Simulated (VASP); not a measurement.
Crystal: Fe.

```xyz
2
Lattice="0.0000 3.5310 3.5310 1.7655 0.0000 1.7655 1.7655 1.7655 0.0000" Properties=species:S:1:pos:R:3 pbc="T T T"
Fe    0.0000    0.0000    0.0000
Fe    0.0000    1.7655    1.7655
```

This isn't the form of Fe at room conditions, which is bcc.

Base run:

| Property | Result |
| --- | --- |
| Program | VASP 6.6.1 |
| Functional | PBEsol |
| Potentials or basis | VASP PAW PBE potentials, release 64 (Fe) |
| Cutoff | 600 eV |
| k mesh | 6 × 11 × 11 |
| Occupations | fermi-dirac, width 0.1 eV |
| Spin | collinear spin, ferromagnetic start |
| Starting moments | [0.8, 0.8] μB |

Its results: pressure -17.7 GPa; net moment 2.41 μB per cell; site moments Fe +1.20 μB.

Task: The run is repeated on the same cell with these changes: spin from collinear spin, ferromagnetic start to collinear spin; moments at the start from [0.8, 0.8] to [4.0, 0.0]. What comes out?

Result: Pressure -18.0 GPa; net moment 0.01 μB per cell; site moments Fe +1.29, -1.28 μB.

Caveats: the cell stands under tension; the PAW data sets were made with another functional, which shifts forces and pressure a little.
